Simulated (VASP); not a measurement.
Wanted: the native input for a VASP 6.6.1 run.

```yaml
Task: single point
Functional: PBE
Potentials_or_basis: VASP PAW PBE potentials, release 64 (Ca_sv, Al, O)
Cutoff: 520 eV
k_mesh: 16 × 16 × 16
Occupations: gaussian, width 0.1 eV
Spin: no spin polarisation
Dipole_correction: no
Further_INCAR_settings: ALGO = Normal; EDIFF = 1e-07; NBANDS = 16
```

The structure of CaAlO lies in POSCAR:

```
CaAlO
1.0
   -1.9080484156      2.4220972234      3.6156651008
    1.9080484156     -2.4220972234      3.6156651008
    1.9080484156      2.4220972234     -3.6156651008
Ca Al O
1 1 1
Direct
    0.0000000000      0.5000000000      0.5000000000
    0.5000000000      0.0000000000      0.5000000000
    0.5000000000      0.5000000000      0.0000000000
```

The cell was generated, and may not be a known phase.

The input as run:

INCAR

```
  PREC = Accurate
  ENCUT = 520
  EDIFF = 1E-7
  ISMEAR = 0
  SIGMA = 0.1
  LREAL = F
  LASPH = T
  NELM = 60
  ALGO = Normal
  ISIF = 2
  LWAVE = F
  LCHARG = T
  GGA = PE
  LELF = T
  LVHAR = T
  NBANDS = 16
```

KPOINTS

```
regular mesh
0
Gamma
  16 16 16
```

Potentials or basis: VASP PAW PBE potentials, release 64 (Ca_sv, Al, O).

The run is started by

```bash
$ cat potpaw_PBE.64/Ca_sv/POTCAR potpaw_PBE.64/Al/POTCAR potpaw_PBE.64/O/POTCAR > POTCAR
$ mpirun -np 1 vasp_std > vasp.out
```

It gave:

- Pressure: 0.1 GPa
- Band gap on the k mesh: zero (an odd number of electrons rules out a gap without spin polarisation)

Wall time 4.4 min on 1 thread of Intel(R) Xeon(R) 6975P-C (Granite Rapids), with other jobs on the host, peak memory 0.8 GiB.
